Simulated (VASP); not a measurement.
Wanted: the native input for a VASP 6.6.1 run.

| Item | Value |
| --- | --- |
| Task | single point |
| Functional | LDA |
| Potentials or basis | VASP PAW LDA potentials, release 64 (Nb_sv, As) |
| Cutoff | 500 eV |
| k mesh | 14 × 14 × 14 |
| Occupations | fermi-dirac, width 0.05 eV |
| Spin | no spin polarisation |
| Dipole correction | no |
| Further INCAR settings | ALGO = Normal; EDIFF = 1e-06; NBANDS = 16 |

The structure of NbAs (rocksalt type) lies in POSCAR:

```
NbAs
1.0
    0.0000000000      2.0553373277      2.0553373277
    2.0553373277      0.0000000000      2.0553373277
    2.0553373277      2.0553373277      0.0000000000
Nb As
1 1
Direct
    0.0000000000      0.0000000000      0.0000000000
    0.5000000000      0.5000000000      0.5000000000
```

One way to write it, as run:

INCAR

```
SYSTEM = NbAs
  PREC = Accurate
  ENCUT = 500
  EDIFF = 1E-6
  ISMEAR = -1
  SIGMA = 0.05
  LREAL = .FALSE.
  LASPH = .TRUE.
  NELM = 120
  ALGO = Normal
  ISIF = 2
  LWAVE = .FALSE.
  LCHARG = .TRUE.
  LELF = .TRUE.
  LVHAR = .TRUE.
  NBANDS = 16
  GGA_COMPAT = .FALSE.
```

KPOINTS

```
Automatic mesh
0
G
  14 14 14
  0 0 0
```

Potentials or basis: VASP PAW LDA potentials, release 64 (Nb_sv, As).

Command:

```bash
$ cat potpaw_LDA.64/Nb_sv/POTCAR potpaw_LDA.64/As/POTCAR > POTCAR
$ mpirun -np 1 vasp_std > vasp.out
```

Results of the run:

```yaml
Pressure: 505.5 GPa
Band_gap_on_the_k_mesh: zero (bands 9 and 10 overlap by 4.72 eV)
```

Caveat: the cell stands under pressure.

Wall time 98 s on 1 thread of Intel Xeon 8259CL, on a shared host, peak memory 0.12 GiB.
